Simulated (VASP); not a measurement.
A run of VASP 6.6.1 is set up as follows.

File INCAR:

```
SYSTEM = TiCo
PREC     = Accurate       ! precision mode
ENCUT    = 520            ! plane-wave cutoff, eV
EDIFF    = 1E-7           ! SCF threshold, eV
ISMEAR   = 0              ! smearing method
SIGMA    = 0.1            ! smearing width, eV
LREAL    = .FALSE.        ! projectors in reciprocal space
LASPH    = .TRUE.         ! aspherical terms in the spheres
NELM     = 150            ! most SCF steps
ALGO     = Normal         ! electronic algorithm
ISIF     = 2              ! what is computed and relaxed
LWAVE    = .FALSE.        ! write WAVECAR
LCHARG   = .FALSE.        ! write CHGCAR
ISPIN    = 2              ! spin polarisation
MAGMOM   = 0 1.09         ! initial moments
LORBIT   = 11             ! projections on sites
LMAXMIX  = 4              ! l up to which the mixer works
GGA      = PE             ! functional
NBANDS   = 22             ! bands
```

The input KPOINTS:

```
regular mesh
0
G
  14 14 14
  0 0 0
```

POSCAR

```
TiCo
1.0
    3.0819623875      0.0000000000      0.0000000000
    0.0000000000      3.0819623875      0.0000000000
    0.0000000000      0.0000000000      3.0819623875
Ti Co
1 1
Direct
    0.0000000000      0.0000000000      0.0000000000
    0.5000000000      0.5000000000      0.5000000000
```

Potentials or basis: VASP PAW PBE potentials, release 64 (Ti_sv, Co).

Run with:

```console
$ cat potpaw_PBE.64/Ti_sv/POTCAR potpaw_PBE.64/Co/POTCAR > POTCAR
$ mpirun -np 1 vasp_std > vasp.out
```

Task: What does it give for the net moment?

Result: 0.91 μB per cell.

Task: What does it give for the site moments?

Result: Ti -0.11; Co +1.12 μB.

Caveat: the cell stands under tension.
